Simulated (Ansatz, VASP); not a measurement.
**KZnF3 in VASP and in Ansatz**

```
CELL_PARAMETERS angstrom
3.96732 0.00000 0.00000
0.00000 3.96732 0.00000
0.00000 0.00000 3.96732
ATOMIC_POSITIONS crystal
Zn 0.50000 0.50000 0.50000
K 0.00000 0.00000 0.00000
F 0.50000 0.00000 0.50000
F 0.00000 0.50000 0.50000
F 0.50000 0.50000 0.00000
```

Alike in both runs: task single point; functional LDA; k mesh 7 × 7 × 7; occupations fermi-dirac, width 0.05 eV; no spin polarisation.

```csv
,VASP,Ansatz
version,VASP 6.6.1,Ansatz 0.2.0
potentials or method,"VASP PAW LDA potentials, release 64 (Zn, K_sv, F)",Ansatz PAW
plane-wave cutoff (eV),520,420
valence electrons in the cell,42,42
```

|  | VASP | Ansatz | Ansatz less VASP |
| --- | --- | --- | --- |
| gap on the k mesh at the Fermi level (eV) | 3.88 | 3.93 | +0.045 |
| least direct gap on the mesh (eV) | 5.93 | 5.96 | +0.026 |
| pressure (GPa) | 1.1 | 0.4 | -0.65 |

LDA's correlation is that of Perdew and Zunger in VASP and of Perdew and Wang (1992) in Ansatz.

Noted on Ansatz's run: odd divisions of the mesh miss points on the zone boundary, where band edges often lie, so the gap on the mesh can be too wide.
